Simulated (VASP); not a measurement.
# Na: single point with r2SCAN

Wire: Na, a wire with vacuum.

```
Na
1.0
     9.00000    0.00000    0.00000
     0.00000    9.30000    0.00000
     0.00000    0.00000    6.58049
Na
2
Direct
  0.50000 0.50000 0.00000
  0.50000 0.50000 0.46500
```

```yaml
Program: VASP 6.6.1
Task: single point
Functional: r2SCAN
Potentials_or_basis: VASP PAW PBE potentials, release 64 (Na_pv)
Cutoff: 520 eV
k_mesh: 1 × 1 × 10
Occupations: gaussian, width 0.05 eV
Spin: collinear spin, ferromagnetic start
Starting_moments: "[0.5, 0.5] μB"
```

| Item | Value |
| --- | --- |
| Largest force | 0.215 eV/Å |
| Band gap on the k mesh | 0.13 eV, direct |
| Net moment | 0.00 μB per cell |
| Valence electrons inside the program's atomic spheres | Na 6.06 |

Forces on the atoms (eV/Å):
```
Na   0.000  0.000 -0.215
Na   0.000  0.000  0.215
```

Levels at points of the mesh, in eV from the valence-band top:
Spin up:
```tsv
k point	band 3	band 4	band 5	band 6	band 7	band 8	band 9	band 10	band 11	band 12
(0.00, 0.00, 0.00)	-26.52	-26.51	-26.51	-26.48	-0.90	1.83	1.88	2.36	2.97	3.49
(0.00, 0.00, 0.50)	-26.52	-26.51	-26.51	-26.50	0.00	0.13	2.68	2.73	2.89	2.93
```
Spin down:
```
           k point  band 3  band 4  band 5  band 6  band 7  band 8  band 9  band 10  band 11  band 12
(0.00, 0.00, 0.00)  -26.52  -26.51  -26.51  -26.48   -0.90    1.83    1.88     2.35     2.96     3.49
(0.00, 0.00, 0.50)  -26.52  -26.51  -26.51  -26.50    0.00    0.13    2.69     2.73     2.89     2.93
```

Run time: 29 min on 1 thread of Intel(R) Xeon(R) Platinum 8259CL CPU @ 2.50GHz (Skylake/Cascade Lake) (shared host), peak memory 0.92 GiB.

Caveat: the PAW data sets were made with another functional, which shifts forces and pressure a little.
